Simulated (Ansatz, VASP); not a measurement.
Two plane-wave programs on Si

```
Si
1.0
     2.53240    0.00000    0.00000
     0.00000    2.53240    0.00000
     0.00000    0.00000    2.53240
Si
1
Direct
  0.00000 0.00000 0.00000
```

Alike in both runs: functional PBE; k mesh 14 × 14 × 14; occupations fermi-dirac, width 0.03 eV; no spin polarisation.

Ansatz relaxed the structure, and its values are those at the end. VASP's run is a single point on that final structure, the one shown.

|  | VASP | Ansatz |
| --- | --- | --- |
| version | VASP 6.6.1 | Ansatz 0.2.0 |
| potentials or method | VASP PAW PBE potentials, release 64 (Si) | PAW with Ansatz's default frozen-core files, scalar-relativistic |
| plane-wave cutoff (eV) | 520 | 420 |
| valence electrons in the cell | 4 | 4 |

```csv
,VASP,Ansatz,Ansatz less VASP
pressure (GPa),0.0,0.0,+0.04
```

With one functional, cell and mesh, what is left measures potentials, basis and numerics.
